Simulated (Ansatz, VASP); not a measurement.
**Two plane-wave programs on NbC3**

```
CELL_PARAMETERS angstrom
-1.54037 1.54037 3.81092
1.54037 -1.54037 3.81092
1.54037 1.54037 -3.81092
ATOMIC_POSITIONS crystal
Nb 0.00000 0.00000 0.00000
C 0.50000 0.50000 0.00000
C 0.25000 0.75000 0.50000
C 0.75000 0.25000 0.50000
```

Alike in both runs: functional PBE; k mesh 8 × 8 × 8; occupations gaussian, width 0.1 eV; no spin polarisation.

Ansatz relaxed the structure, and its values are those at the end. VASP's run is a single point on that final structure, the one shown.

|  | VASP | Ansatz |
| --- | --- | --- |
| version | VASP 6.6.1 | Ansatz 0.2.0 |
| potentials or method | VASP PAW PBE potentials, release 64 (Nb_sv, C), cutoff 520 eV | scalar-relativistic, plane waves, PAW |
| valence electrons in the cell | 25 | 25 |

|  | VASP | Ansatz | Ansatz less VASP |
| --- | --- | --- | --- |
| gap on the k mesh at the Fermi level (eV) | none | none | - |
| pressure (GPa) | -0.2 | 0.1 | +0.30 |

A gap of «none» marks a metal or a gap that the smearing closes. The functional is the same, so the differences come from potentials, cutoffs and numerics.

The k mesh is coarse, so the values compare programs but aren't converged.
